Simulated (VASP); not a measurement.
# Ba8LiTi8O24 (a cell with a defect) in VASP: single point with PBE

Aim: the single point of Ba8LiTi8O24 (a cell with a defect) with PBE.

Program: VASP 6.6.1. These are calculated values, not measurements. Logs are shortened: lines on timing, memory, paths and dates and some standing lists are left out, and cuts for length are marked.

### Step 1. The cell of the first run

The cell holds a defect, 41 atoms: a = 7.940 Å, b = 7.940 Å, c = 7.940 Å, α = 90.00°, β = 90.00°, γ = 90.00°.

### Step 2. Single point, PBE

File INCAR:

```
PREC = Accurate
ENCUT = 650
EDIFF = 1E-6
ISMEAR = -1
SIGMA = 0.05
LREAL = Auto
LASPH = T
NELM = 120
ALGO = Normal
ISIF = 2
LWAVE = F
LCHARG = F
GGA = PE
NBANDS = 188
NELECT = 322.0
GGA_COMPAT = F
KPAR = 2
NCORE = 2
```

File KPOINTS:

```
regular mesh
0
Gamma
  2 2 2
```

File POSCAR:

```
Ba8LiTi8O24
1.0
    7.9400000000      0.0000000000      0.0000000000
    0.0000000000      7.9400000000      0.0000000000
    0.0000000000      0.0000000000      7.9400000000
Ba Ti O Li
8 8 24 1
Direct
    0.0249370277      0.0112090680      0.0180100756
    0.0164987406     -0.0005037783      0.5189420655
   -0.0079722922      0.4808690176     -0.0304282116
   -0.0557178841      0.4906926952      0.5118891688
    0.4844962217      0.0061838791      0.0216120907
    0.4858312343     -0.0435264484      0.4908816121
    0.4911083123      0.4548362720      0.0017002519
    0.4968891688      0.5009571788      0.5177204030
    0.2582619647      0.2359571788      0.2693576826
    0.2685390428      0.2242695214      0.7653148615
    0.2389420655      0.7410201511      0.2550000000
    0.2265743073      0.7228841310      0.7602267003
    0.7590176322      0.2369269521      0.2744080605
    0.7582745592      0.2346473552      0.7678841310
    0.7685516373      0.7331989924      0.2322292191
    0.7443702771      0.7353400504      0.7520780856
    0.2078589421      0.2340806045      0.0410327456
   -0.0115743073      0.2272544081      0.2802141058
    0.2505289673     -0.0492695214      0.2653904282
    0.2906801008      0.2327707809      0.5065365239
   -0.0250000000      0.2679345088      0.7388161209
    0.2391057935      0.0029596977      0.7580352645
    0.2354785894      0.6990931990      0.0125944584
   -0.0013476071      0.6989294710      0.2401133501
    0.2666750630      0.4604282116      0.2917380353
    0.2113727960      0.7280982368      0.5468010076
   -0.0150377834      0.7595717884      0.7747481108
    0.2319395466      0.4569773300      0.7301889169
    0.7138161209      0.2096221662      0.0051259446
    0.4893324937      0.2541057935      0.2248992443
    0.7606045340     -0.0023047859      0.2819143577
    0.7058438287      0.2766876574      0.4947481108
    0.4846473552      0.2106675063      0.7509068010
    0.7673929471     -0.0200503778      0.7472544081
    0.7440680101      0.7032745592     -0.0084130982
    0.4720025189      0.7143324937      0.2666876574
    0.7538664987      0.4586397985      0.2428715365
    0.7356423174      0.7318765743      0.4937783375
    0.4843073048      0.7422418136      0.7838790932
    0.7578463476      0.4895088161      0.7602392947
    0.2151385390      0.5099118388      0.4809949622
```

Potentials or basis: VASP PAW PBE potentials, release 64 (Ba_sv, Ti_sv, O, Li_sv).

Started as:

```sh
cat potpaw_PBE.64/Ba_sv/POTCAR potpaw_PBE.64/Ti_sv/POTCAR potpaw_PBE.64/O/POTCAR potpaw_PBE.64/Li_sv/POTCAR > POTCAR
mpirun -np 4 vasp_std > vasp.out
```

OUTCAR:

```text
PREC = Accurate
   ENCUT = 650
   EDIFF = 1E-6
   ISMEAR = -1
   LREAL = Auto
   LASPH = T
   NELM = 120
   ISIF = 2
   GGA = PE
   NELECT = 322.0

 ion  position               nearest neighbor table
   1  0.025  0.011  0.018-  17 2.30  22 2.68  19 2.70  18 2.71  27 2.80  29 2.93  31 2.97  34 2.98
                            23 2.99  21 3.04  24 3.05   9 3.26  10 3.26  35 3.32  11 3.32  14 3.40
   2  0.016  0.999  0.519-  22 2.59  18 2.63  26 2.66  34 2.69  19 2.77  31 2.77  21 2.77  27 2.80
                            20 2.86  38 3.09  24 3.26  32 3.31  10 3.32   9 3.34  12 3.36  13 3.39
   3  0.992  0.481  0.970-  40 2.49  21 2.50  23 2.62  35 2.65  17 2.66  28 2.70  27 2.70  24 2.76
                            37 2.88  29 3.10  14 3.14  12 3.15  18 3.18  16 3.31  15 3.39  10 3.41
   4  0.944  0.491  0.512-  41 2.17  40 2.47  38 2.54  21 2.54  32 2.55  37 2.63  24 2.75  18 2.81
                            26 2.85  28 2.88  27 3.00  25 3.11  13 3.13  16 3.15  14 3.23  15 3.25
   5  0.484  0.006  0.022-  29 2.44  30 2.55  33 2.69  19 2.72  39 2.82  17 2.85  22 2.86  31 3.01
                            36 3.03  34 3.14  23 3.14  10 3.17  35 3.18   9 3.23  11 3.42  14 3.47
   6  0.486  0.956  0.491-  19 2.59  36 2.62  38 2.67  20 2.69  31 2.76  26 2.87  39 2.88  33 2.89
                            22 2.91  34 3.03  32 3.08  30 3.17  11 3.21   9 3.36  16 3.41  10 3.50
   7  0.491  0.455  0.002-  30 2.38  29 2.63  33 2.78  23 2.81  35 2.82  37 2.83  39 2.86  17 2.87
                            40 2.87  25 2.91  36 2.95  28 2.98  10 3.16   9 3.31  14 3.32  13 3.49
   8  0.497  0.501  0.518-  41 2.26  32 2.44  25 2.58  36 2.62  38 2.64  20 2.69  28 2.72  40 2.83
                            39 2.85  26 2.91  33 2.96  37 3.01  30 3.04  16 3.28  12 3.38   9 3.45
   9  0.258  0.236  0.269-  25 1.79  17 1.86  30 1.87  20 1.90  18 2.15  19 2.27   5 3.23   1 3.26
                             7 3.31   2 3.34   6 3.36   8 3.45   3 3.73   4 3.74
  10  0.269  0.224  0.765-  33 1.72  22 1.77  28 1.89  20 2.06  17 2.24  21 2.37   7 3.16   5 3.17
                             1 3.26   2 3.32   3 3.41   8 3.46   6 3.50
  11  0.239  0.741  0.255-  19 1.67  36 1.86  24 1.94  23 1.95  25 2.26  26 2.33  41 2.57   6 3.21
                             1 3.32   5 3.42   2 3.42   8 3.49   7 3.64   3 3.64   4 3.69
  12  0.227  0.723  0.760-  26 1.70  27 1.94  23 2.01  39 2.06  28 2.13  22 2.23   3 3.15   2 3.36
                             8 3.38   1 3.46   6 3.50   4 3.51   7 3.55   5 3.68
  13  0.759  0.237  0.274-  37 1.78  18 1.82  32 1.83  31 1.90  29 2.18  30 2.18   4 3.13   2 3.39
                             1 3.44   5 3.48   7 3.49   8 3.53   6 3.55   3 3.61
  14  0.758  0.235  0.768-  21 1.76  29 1.93  40 2.02  34 2.03  33 2.19  32 2.23   3 3.14   4 3.23
                             7 3.32   1 3.40   2 3.41   5 3.47   8 3.57   6 3.79
  15  0.769  0.733  0.232-  24 1.85  35 1.94  38 2.09  31 2.14  37 2.18  36 2.38   4 3.25   3 3.39
                             1 3.45   6 3.52   5 3.55   7 3.62   8 3.63   2 3.68
  16  0.744  0.735  0.752-  35 1.92  27 1.93  34 1.95  40 1.96  38 2.05  39 2.08   4 3.15   8 3.28
                             3 3.31   6 3.41   2 3.53   7 3.60   5 3.67   1 3.77
  17  0.208  0.234  0.041-   9 1.86  10 2.24   1 2.30   3 2.66   5 2.85   7 2.87
  18  0.988  0.227  0.280-  13 1.82   9 2.15   2 2.63   1 2.71   4 2.81   3 3.18
  19  0.251  0.951  0.265-  11 1.67   9 2.27   6 2.59   1 2.70   5 2.72   2 2.77
  20  0.291  0.233  0.507-   9 1.90  10 2.06   8 2.69   6 2.69   2 2.86
  21  0.975  0.268  0.739-  14 1.76  10 2.37   3 2.50   4 2.54   2 2.77   1 3.04
  22  0.239  0.003  0.758-  10 1.77  12 2.23   2 2.59   1 2.68   5 2.86   6 2.91
[... 242 lines left out ...]
   LHFCALC =     F    Hartree Fock is set to
   AEXX    =    0.0000 exact exchange contribution
   IVDW    =     0    specifies the selected vdW correction
   LEPSILON=     F    determine dielectric tensor
   LRPA    =     F    only Hartree local field effects (RPA)
 non-spin polarized calculation
  energy-cutoff  :      650.00
  volume of cell :      500.57
 maximum number of plane-waves:     18882
 NGX is ok and might be reduce to    70
   NGX = 33   NGY = 33   NGZ = 33

 number of electron     322.0000005 magnetization

 Free energy of the ion-electron system (eV)
  ---------------------------------------------------
  ext. energy  EPLUGINS =         0.00000000
  ---------------------------------------------------
  free energy    TOTEN  =      -315.46545120 eV

  energy without entropy =     -315.46545119  energy(sigma->0) =     -315.46545119

 E-fermi :   5.2767     XC(G=0): -11.3634

 val. band max:        4.3439758342   @ k =   0.0000   0.0000   0.0000
 cond. band min:       6.1685235674   @ k =   0.0000   0.0000   0.0000
 fundamental gap:      1.8245477332
 Fermi energy:         5.2767202358

 k-point     1 :       0.0000    0.0000    0.0000
  band No.  band energies     occupation
      1     -52.7754      2.00000
      2     -52.4560      2.00000
      3     -52.2894      2.00000
      4     -52.2144      2.00000
      5     -52.0922      2.00000
      6     -52.0068      2.00000
[... 1397 lines left out ...]
    172       7.5147      0.00000
    173       7.5369      0.00000
 [bands above 173 left out]

------------------------ aborting loop because EDIFF is reached ----------------------------------------

  FORCE on cell =-STRESS in cart. coord.  units (eV):
  Direction    XX          YY          ZZ          XY          YZ          ZX
  --------------------------------------------------------------------------------------
  -------------------------------------------------------------------------------------
  Total       63.3441960     57.9030786     46.6404240      1.9857608     -3.1035767      2.2409146
  in kB      202.7476848    185.3321355    149.2834163      6.3558848     -9.9337118      7.1725632
  external PRESSURE =     179.1210789 kB  Pullay stress =       0.0000000 kB

 VOLUME and BASIS-vectors are now :
 -----------------------------------------------------------------------------
  energy-cutoff  :      650.00
  volume of cell :      500.57
      direct lattice vectors                 reciprocal lattice vectors
     7.940000000  0.000000000  0.000000000     0.125944584  0.000000000  0.000000000
     0.000000000  7.940000000  0.000000000     0.000000000  0.125944584  0.000000000
     0.000000000  0.000000000  7.940000000     0.000000000  0.000000000  0.125944584

 POSITION                                       TOTAL-FORCE (eV/Angst)
 -----------------------------------------------------------------------------------
      0.19800      0.08900      0.14300        -3.312817     -2.517495     -0.479586
      0.13100      7.93600      4.12040        -1.618120     -0.342390     -0.127785
      7.87670      3.81810      7.69840         0.355695      0.238643      3.251235
      7.49760      3.89610      4.06440        -0.205746     -0.300374     -1.040905
      3.84690      0.04910      0.17160         0.897911     -2.801916     -0.777633
      3.85750      7.59440      3.89760         1.629289      1.335994      1.552602
[... 33 lines left out ...]
      6.01730      3.88670      6.03630        -1.992299     -0.177846     -0.302375
      1.70820      4.04870      3.81910         0.370302     -0.584631      2.053547
 -----------------------------------------------------------------------------------
    total drift:                               -0.006395     -0.015708     -0.015947

  FREE ENERGIE OF THE ION-ELECTRON SYSTEM (eV)
  ---------------------------------------------------
  free  energy   TOTEN  =      -315.4654511959 eV

  energy  without entropy=     -315.4654511860  energy(sigma->0) =     -315.46545119
```

OSZICAR:

```text
N       E                     dE             d eps       ncg     rms          rms(c)
DAV:   1     0.506660509508E+04    0.50666E+04   -0.17945E+05  3008   0.220E+03
DAV:   2     0.723056587318E+03   -0.43435E+04   -0.41388E+04  3040   0.618E+02
DAV:   3    -0.305498401845E+03   -0.10286E+04   -0.98452E+03  3736   0.256E+02
[... 11 lines left out ...]
DAV:  15    -0.315465428310E+03   -0.91857E-05   -0.72629E-04  4312   0.884E-02    0.436E-02
DAV:  16    -0.315465444287E+03   -0.15977E-04   -0.17646E-04  4384   0.491E-02    0.230E-02
DAV:  17    -0.315465449832E+03   -0.55451E-05   -0.47107E-05  4120   0.208E-02    0.162E-02
DAV:  18    -0.315465450275E+03   -0.44296E-06   -0.11190E-05  3680   0.127E-02    0.610E-03
DAV:  19    -0.315465451196E+03   -0.92076E-06   -0.36824E-06  2576   0.728E-03
   1 F= -.31546545E+03 E0= -.31546545E+03  d E =-.989969E-08
```

Run time: 15 min. Hardware: 4 MPI ranks of Intel Xeon Platinum 8259CL at 2.50GHz (Skylake/Cascade Lake), shared host; peak memory 0.67 GiB.

What came out:

| Quantity | Value |
| --- | --- |
| Free energy | -315.4655 eV |
| Largest force | 6.406 eV/Å |

Forces in eV/Å, atoms in the order of the input:
```
Ba  -3.313 -2.517 -0.480
Ba  -1.618 -0.342 -0.128
Ba   0.356  0.239  3.251
Ba  -0.206 -0.300 -1.041
Ba   0.898 -2.802 -0.778
Ba   1.629  1.336  1.553
Ba   0.105  2.932  0.172
Ba   1.997 -0.735 -0.075
Ti   0.595  1.881  1.536
Ti  -1.011  1.221 -1.930
Ti   1.320 -5.718 -2.567
Ti   1.768  0.353  4.208
Ti  -1.631 -0.803 -1.066
Ti  -2.502 -1.918 -0.189
Ti  -1.043 -0.218  0.457
Ti  -1.055  1.882  0.554
O    2.042  0.820 -3.161
O    1.567  0.203  0.241
O   -0.709  4.846  0.183
O   -1.811 -1.160  0.504
O    1.425 -2.459 -0.001
O   -0.626 -2.550  0.686
O   -0.019  1.031  0.381
O   -1.408  0.968  0.688
O   -1.505  1.894 -2.167
O    0.471  0.158 -5.197
O    0.988 -1.178 -0.358
O    0.152  2.881  0.692
O    2.554  0.887 -1.692
O   -0.248 -2.355  1.761
O   -0.569 -3.396 -1.222
O    0.780 -1.995  2.180
O    2.193  0.770  1.111
O   -0.985  1.106 -0.103
O   -0.318  1.568  2.764
O    1.054  0.395 -0.493
O   -0.143  4.181 -0.867
O    0.557 -0.242  0.283
O   -0.106 -0.098 -1.441
O   -1.992 -0.178 -0.302
Li   0.370 -0.585  2.054
```

Caveat: the cell carries a net charge on a neutralising background, which shifts energy and pressure; the cell is charged against a uniform background, so pressure and absolute levels hang on convention; the atoms stand as in a frame of molecular dynamics; spin-orbit coupling is left out, which moves the levels of the heavy elements.
